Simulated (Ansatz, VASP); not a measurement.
**One calculation of CsBr, two programs**

```
CELL_PARAMETERS angstrom
4.43277 0.00000 0.00000
0.00000 4.43277 0.00000
0.00000 0.00000 4.43277
ATOMIC_POSITIONS crystal
Cs 0.00000 0.00000 0.00000
Br 0.50000 0.50000 0.50000
```

Alike in both runs: task single point; functional PBE; k mesh 6 × 6 × 6; no spin polarisation.

|  | VASP | Ansatz |
| --- | --- | --- |
| version | VASP 6.6.1 | Ansatz 0.2.0 |
| potentials or method | VASP PAW PBE potentials, release 64 (Cs_sv, Br) | plane waves, PAW |
| plane-wave cutoff (eV) | 500 | 420 |
| occupations | gaussian, width 0.01 eV | fixed |
| valence electrons in the cell | 16 | 16 |

VASP gave:

- gap on the k mesh at the Fermi level (eV): 4.14
- pressure (GPa): -0.3

Problem. What did Ansatz give for the same quantities?

Solution. gap on the k mesh at the Fermi level (eV): 4.15; pressure (GPa): -0.3.

Spin-orbit coupling is off throughout.
